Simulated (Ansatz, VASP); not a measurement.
## CsCl: VASP beside Ansatz

The input INCAR:

```
SYSTEM = CsCl
PREC = Accurate
ENCUT = 500
EDIFF = 1E-6
ISMEAR = 0
SIGMA = 0.01
LREAL = .FALSE.
LASPH = .TRUE.
NELM = 120
ALGO = Normal
ISIF = 2
LWAVE = .FALSE.
LCHARG = .FALSE.
GGA = PS
NBANDS = 15
GGA_COMPAT = .FALSE.
```

The input KPOINTS:

```
Automatic mesh
0
G
  6 6 6
  0 0 0
```

The input POSCAR:

```
CsCl
1.0
    4.0856713795      0.0000000000      0.0000000000
    0.0000000000      4.0856713795      0.0000000000
    0.0000000000      0.0000000000      4.0856713795
Cs Cl
1 1
Direct
    0.0000000000      0.0000000000      0.0000000000
    0.5000000000      0.5000000000      0.5000000000
```

Input for Ansatz:

```yaml
crystal:
  lattice:
    - [4.0856713795, 0.0, 0.0]
    - [0.0, 4.0856713795, 0.0]
    - [0.0, 0.0, 4.0856713795]
  atoms:
    - { symbol: Cs, position: [0.0, 0.0, 0.0] }
    - { symbol: Cl, position: [0.5, 0.5, 0.5] }
kpoints:
  mp_grid: { grid: [6, 6, 6] }
scf:
  occupations: { method: fixed }
  convergence: { dr2_threshold: 1.0e-10 }
hamiltonian:
  xc: pbesol
  pseudopotentials: { kind: all_electron, lapw: { basis_error: 0.0005 } }
output:
  forces: true
  stress: true
  eigenstates:
    kpoints:
      - [0.0, 0.0, 0.0]
      - [0.0, 0.5, 0.5]
      - [0.5, 0.0, 0.5]
      - [0.5, 0.5, 0.0]
      - [-0.5, -0.5, -0.5]
      - [0.0, -0.5, 0.0]
      - [0.0, 0.0, -0.5]
      - [-0.5, 0.0, 0.0]
  eigenvalues: true
```

Alike in both runs: task single point; functional PBEsol; k mesh 6 × 6 × 6; no spin polarisation.

|  | VASP | Ansatz |
| --- | --- | --- |
| version | VASP 6.6.1 | Ansatz 0.2.0 |
| potentials or method | VASP PAW PBE potentials, release 64 (Cs_sv, Cl), cutoff 500 eV | all-electron LAPW, scalar-relativistic |
| occupations | gaussian, width 0.01 eV | fixed |

```csv
,VASP,Ansatz,Ansatz less VASP
gap on the k mesh at the Fermi level (eV),5.17,5.18,+0.013
pressure (GPa),-0.2,-0.2,-0.03
```

VASP's potentials were made for PBE, not for PBEsol. Ansatz ran all-electron here, and VASP with PAW potentials.

Neither program's run includes spin-orbit coupling.
